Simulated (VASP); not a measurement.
Set up this calculation in VASP 6.6.1, as the native input.

```
Task                   : single point
Functional             : RPBE
Dispersion             : D4
Potentials or basis    : VASP PAW PBE potentials, release 64 (Ba_sv, S)
Cutoff                 : 520 eV
k mesh                 : 6 × 6 × 6
Occupations            : gaussian, width 0.05 eV
Spin                   : no spin polarisation
Dipole correction      : no
Further INCAR settings : ALGO = Normal; EDIFF = 1e-07; NBANDS = 15
```

The structure of BaS lies in POSCAR:

```
BaS
1.0
    0.0000000000      3.1840284542      3.1840284542
    3.1840284542      0.0000000000      3.1840284542
    3.1840284542      3.1840284542      0.0000000000
Ba S
1 1
Direct
    0.5000000000      0.5000000000      0.5000000000
    0.0000000000      0.0000000000      0.0000000000
```

This cell differs from its parent crystal: volume scaled by 0.98.

These files were run (other wordings do the same):

INCAR

```
SYSTEM = BaS
PREC = Accurate
ENCUT = 520
EDIFF = 1E-7
ISMEAR = 0
SIGMA = 0.05
LREAL = .FALSE.
LASPH = .TRUE.
NELM = 100
ALGO = Normal
ISIF = 2
LWAVE = .FALSE.
LCHARG = .TRUE.
GGA = RP
IVDW = 13
LELF = .TRUE.
LVHAR = .TRUE.
NBANDS = 15
```

KPOINTS

```
regular mesh
0
G
  6 6 6
  0 0 0
```

Potentials or basis: VASP PAW PBE potentials, release 64 (Ba_sv, S).

Command:

```console
$ cat potpaw_PBE.64/Ba_sv/POTCAR potpaw_PBE.64/S/POTCAR > POTCAR
$ mpirun -np 1 vasp_std > vasp.out
```

Results of the run:

The pressure is 1.5 GPa, the band gap on the k mesh is 2.23 eV, indirect (least direct gap 2.36 eV) and the dispersion energy per atom is -0.395 eV.

Caveat: the PAW data sets were made with another functional, which shifts forces and pressure a little; spin-orbit coupling is left out, which moves the levels of the heavy elements.

Wall time 33 s on 1 thread of Intel(R) Xeon(R) Platinum 8259CL CPU @ 2.50GHz (Skylake/Cascade Lake) (shared host), peak memory 0.2 GiB.
